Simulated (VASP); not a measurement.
Set up this calculation in VASP 6.6.1, as the native input.

- Task: relaxation of cell and atoms
- Functional: PBE
- Potentials or basis: VASP PAW PBE potentials, release 64 (Si, O)
- Cutoff: 600 eV
- k mesh: 6 × 6 × 4
- Occupations: gaussian, width 0.02 eV
- Spin: no spin polarisation
- Dipole correction: no
- Further INCAR settings: ALGO = Normal; EDIFF = 1e-07; IBRION = 2; EDIFFG = -0.005; NSW = 100; ISIF = 3

The structure of SiO2 lies in POSCAR:

```
SiO2
1.0
    5.0605222284      0.0000000000      0.0000000000
   -2.5302611142      4.3825408062      0.0000000000
    0.0000000000      0.0000000000      5.5413533100
Si O
3 6
Direct
    0.0000000000      0.5000000000      0.3333333300
    0.5000000000      0.5000000000      0.6666666700
    0.5000000000      0.0000000000      0.0000000000
    0.5827892600      0.7913946300      0.8333333300
    0.7913946300      0.5827892600      0.5000000000
    0.7913946300      0.2086053700      0.1666666700
    0.4172107400      0.2086053700      0.8333333300
    0.2086053700      0.4172107400      0.5000000000
    0.2086053700      0.7913946300      0.1666666700
```

These files were run (other wordings do the same):

INCAR

```
PREC     = Accurate       # precision mode
ENCUT    = 600            # plane-wave cutoff, eV
EDIFF    = 1E-7           # SCF threshold, eV
ISMEAR   = 0              # smearing method
SIGMA    = 0.02           # smearing width, eV
LREAL    = False          # projectors in reciprocal space
LASPH    = True           # aspherical terms in the spheres
NELM     = 60             # most SCF steps
ALGO     = Normal         # electronic algorithm
ISIF     = 3              # what is computed and relaxed
LWAVE    = False          # write WAVECAR
LCHARG   = False          # write CHGCAR
GGA      = PE             # functional
IBRION   = 2              # ionic algorithm
NSW      = 100            # ionic steps
EDIFFG   = -0.005         # ionic threshold
```

KPOINTS

```
regular mesh
0
Gamma
  6 6 4
```

Potentials or basis: VASP PAW PBE potentials, release 64 (Si, O).

Command:

```bash
$ cat potpaw_PBE.64/Si/POTCAR potpaw_PBE.64/O/POTCAR > POTCAR
$ mpirun -np 1 vasp_std > vasp.out
```

It gave:

```
Relaxed volume                        : 14.00 Å³/atom
Relaxed cell                          : a = 5.103 Å, b = 5.103 Å, c = 5.587 Å, α = 90.00°, β = 90.00°, γ = 120.00°
Space group after relaxing (to 0.1 Å) : P6_422 (No. 181)
Energy gained by relaxing             : 5.4 meV/atom
Ionic steps                           : 6
Pressure after relaxing               : 0.0 GPa
Band gap on the k mesh                : 5.56 eV (least direct gap 5.74 eV)
```

Run time: 7.5 min on 1 thread of Intel Xeon 8259CL, with other jobs on the host, peak memory 0.3 GiB.
